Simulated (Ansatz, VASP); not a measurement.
## RbBr: VASP beside Ansatz

```
Rb Br
1.0
     4.33238    0.00000    0.00000
     0.00000    4.33238    0.00000
     0.00000    0.00000    4.22923
Rb Br
1 1
Cartesian
  0.0000 0.0000 0.0000
  2.1662 2.1662 2.1146
```

Change from the starting cell: strain +0.050 along x and y, +0.025 along z, atoms carried along.

Alike in both runs: task single point; functional PBEsol; k mesh 6 × 6 × 6; occupations gaussian, width 0.05 eV; no spin polarisation.

|  | VASP | Ansatz |
| --- | --- | --- |
| version | VASP 6.6.1 | Ansatz 0.2.0 |
| potentials or method | VASP PAW PBE potentials, release 64 (Rb_sv, Br), cutoff 520 eV | scalar-relativistic, plane waves, PAW |
| valence electrons in the cell | 16 | 16 |

```csv
,VASP,Ansatz,Ansatz less VASP
gap on the k mesh at the Fermi level (eV),3.49,3.49,0.000
least direct gap on the mesh (eV),3.63,3.63,-0.001
pressure (GPa),-1.8,-1.8,-0.02
"traceless stress, the component that is largest in VASP (GPa)",0.41,0.41,0.000
```

VASP's potentials were made for PBE, not for PBEsol. The functional is the same, so the differences come from potentials, cutoffs and numerics.
